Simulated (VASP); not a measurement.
A run of VASP 6.6.1 is set up as follows.

The input INCAR:

```
SYSTEM = SrO
PREC = Accurate
ENCUT = 520
EDIFF = 1E-7
ISMEAR = 0
SIGMA = 0.01
LREAL = .False.
LASPH = .True.
NELM = 100
ALGO = Normal
ISIF = 2
LWAVE = .False.
LCHARG = .False.
GGA = CA
NBANDS = 15
ISYM = 0
```

KPOINTS

```
Automatic mesh
0
Gamma
  10 10 10
  0.5 0.5 0.5
```

POSCAR

```
SrO
1.0
    0.0000000000      2.3188118479      2.3188118479
    2.3188118479      0.0000000000      2.3188118479
    2.3188118479      2.3188118479      0.0000000000
Sr O
1 1
Direct
    0.0000000000      0.0000000000      0.0000000000
    0.5000000000      0.5000000000      0.5000000000
```

Potentials or basis: VASP PAW LDA potentials, release 64 (Sr_sv, O).

Run with:

```console
$ cat potpaw_LDA.64/Sr_sv/POTCAR potpaw_LDA.64/O/POTCAR > POTCAR
$ mpirun -np 1 vasp_std > vasp.out
```

**Question.** Estimate the band gap on the k mesh.

**Answer.** 2.26 eV, direct.

**Question.** What does it give for the pressure?

**Answer.** 52.7 GPa.

A k mesh can miss the band edges.
